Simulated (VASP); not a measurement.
Write the native input for VASP 6.6.1 that does the following.

- Task: single point
- Functional: r2SCAN
- Potentials or basis: VASP PAW PBE potentials, release 64 (P, Ir, C, H)
- Cutoff: 520 eV
- k mesh: 3 × 3 × 1
- Occupations: fermi-dirac, width 0.05 eV
- Spin: no spin polarisation
- Dipole correction: no
- Further INCAR settings: LREAL = Auto; ALGO = Normal; EDIFF = 1e-06; NBANDS = 62

System: P4H2Ir8C, a slab with vacuum.

```
P Ir C H
1.0
     5.53500    0.00000    0.00000
     0.00000    5.53500    0.00000
     0.00000    0.00000   18.15125
P Ir C H
4 8 1 2
Direct
  0.00000 0.00000 0.05509
  0.97716 0.49528 0.20365
  0.51118 0.00150 0.20302
  0.50000 0.50000 0.05509
  0.25550 0.72533 0.27454
  0.24972 0.25416 0.28158
  0.25118 0.24865 0.12854
  0.25124 0.74990 0.12888
  0.75185 0.74930 0.12796
  0.75126 0.25026 0.12790
  0.74941 0.25164 0.28064
  0.74981 0.74761 0.28021
  0.23650 0.24504 0.40283
  0.23881 0.04676 0.40156
  0.24448 0.41915 0.44018
```

One way to write it, as run:

POSCAR

```
P4H2Ir8C
1.0
    5.5350000000      0.0000000000      0.0000000000
    0.0000000000      5.5350000000      0.0000000000
    0.0000000000      0.0000000000     18.1512500000
P Ir C H
4 8 1 2
Direct
    0.0000000000      0.0000000000      0.0550926245
   -0.0228364950      0.4952845528      0.2036498864
    0.5111833785      0.0014995483      0.2030163212
    0.5000000000      0.5000000000      0.0550926245
    0.2555013550      0.7253297200      0.2745430755
    0.2497199639      0.2541644083      0.2815784037
    0.2511833785      0.2486540199      0.1285366022
    0.2512375790      0.7499006323      0.1288781764
    0.7518518519      0.7493044264      0.1279581296
    0.7512556459      0.2502619693      0.1279030370
    0.7494128275      0.2516350497      0.2806363198
    0.7498102981      0.7476061427      0.2802065973
    0.2364950316      1.2450406504      0.4028317609
    0.2388075881      1.0467570009      0.4015591213
    0.2444805781      1.4191508582      0.4401790510
```

INCAR.step1

```
SYSTEM = P4H2Ir8C
ALGO     = Normal         ! electronic algorithm
EDIFF    = 1E-4           ! SCF threshold, eV
ENCUT    = 520            ! plane-wave cutoff, eV
GGA      = PE             ! functional
ISMEAR   = -1             ! smearing method
LASPH    = .TRUE.         ! aspherical terms in the spheres
LCHARG   = .FALSE.        ! write CHGCAR
LREAL    = Auto         
LWAVE    = .TRUE.         ! write WAVECAR
NBANDS   = 62             ! bands
NELM     = 60             ! most SCF steps
PREC     = Accurate       ! precision mode
SIGMA    = 0.05           ! smearing width, eV
```

INCAR.step2

```
SYSTEM = P4H2Ir8C
ALGO     = Normal         ! electronic algorithm
EDIFF    = 1E-6           ! SCF threshold, eV
ENCUT    = 520            ! plane-wave cutoff, eV
ISIF     = 2              ! what is computed and relaxed
ISMEAR   = -1             ! smearing method
ISTART   = 1            
LASPH    = .TRUE.         ! aspherical terms in the spheres
LCHARG   = .FALSE.        ! write CHGCAR
LMIXTAU  = .TRUE.       
LREAL    = Auto         
LWAVE    = .FALSE.        ! write WAVECAR
METAGGA  = R2SCAN         ! meta-GGA
NBANDS   = 62             ! bands
NELM     = 60             ! most SCF steps
PREC     = Accurate       ! precision mode
SIGMA    = 0.05           ! smearing width, eV
```

KPOINTS

```
k-points
0
G
  3 3 1
  0 0 0
```

Potentials or basis: VASP PAW PBE potentials, release 64 (P, Ir, C, H).

Run with:

```console
$ cat potpaw_PBE.64/P/POTCAR potpaw_PBE.64/Ir/POTCAR potpaw_PBE.64/C/POTCAR potpaw_PBE.64/H/POTCAR > POTCAR
$ cp INCAR.step1 INCAR
$ mpirun -np 1 vasp_std > vasp.out
$ cp INCAR.step2 INCAR
$ mpirun -np 1 vasp_std > vasp.out
```

Results of the run:

```yaml
Largest_force: 4.590 eV/Å
Band_gap_on_the_k_mesh: zero (bands 49 and 50 overlap by 0.86 eV)
```

Caveat: the k points lie up to 0.38 Å⁻¹ apart, too coarse for converged energies and pressures of a metal; the PAW data sets were made with another functional, which shifts forces and pressure a little; spin-orbit coupling is left out, which moves the levels of the heavy elements.

Wall time 12 min on 1 thread of Intel(R) Xeon(R) 6975P-C (Granite Rapids), on a shared host, peak memory 0.67 GiB.
